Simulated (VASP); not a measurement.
# TaSi6: single point with PBE

The system is TaSi6.

```
Ta Si
1.0
     5.74566    0.00000    0.00000
     0.00000    5.74566    0.00000
     0.00000    0.00000    5.74566
Ta Si
1 6
Direct
  0.00000 0.00000 0.00000
  0.50000 0.50000 0.20088
  0.50000 0.50000 0.79912
  0.20088 0.50000 0.50000
  0.79912 0.50000 0.50000
  0.50000 0.20088 0.50000
  0.50000 0.79912 0.50000
```

```
Program             : VASP 6.6.1
Task                : single point
Functional          : PBE
Potentials or basis : VASP PAW PBE potentials, release 64 (Ta_pv, Si)
Cutoff              : 520 eV
k mesh              : 4 × 4 × 4
Occupations         : gaussian, width 0.2 eV
Spin                : no spin polarisation
```

| Item | Value |
| --- | --- |
| Pressure | -1.5 GPa |
| Largest force | 0.404 eV/Å |

Forces in eV/Å, atoms in the order of the input:
```
Ta   0.000  0.000  0.000
Si   0.000  0.000 -0.404
Si   0.000  0.000  0.404
Si  -0.404  0.000  0.000
Si   0.404  0.000  0.000
Si   0.000 -0.404  0.000
Si   0.000  0.404  0.000
```

Levels at points of the mesh, in eV from the Fermi level:
```
           k point  band 14  band 15  band 16  band 17  band 18  band 19  band 20  band 21
(0.00, 0.00, 0.00)    -1.42    -0.42    -0.42    -0.42    -0.06    -0.06     0.23     0.23
(0.50, 0.00, 0.00)    -2.04    -1.38    -1.36    -0.62    -0.62    -0.02     0.24     0.87
(0.50, 0.50, 0.00)    -1.66    -1.11    -0.61    -0.61    -0.60     0.13     0.18     0.36
(0.50, 0.50, 0.50)    -1.69    -1.59    -1.59    -0.56     0.10     0.10     0.10     0.28
```

Wall time 2.8 min on 1 thread of AMD EPYC 7R13 (shared host), peak memory 0.29 GiB.

Caveat: spin-orbit coupling is left out, which moves the levels of the heavy elements.
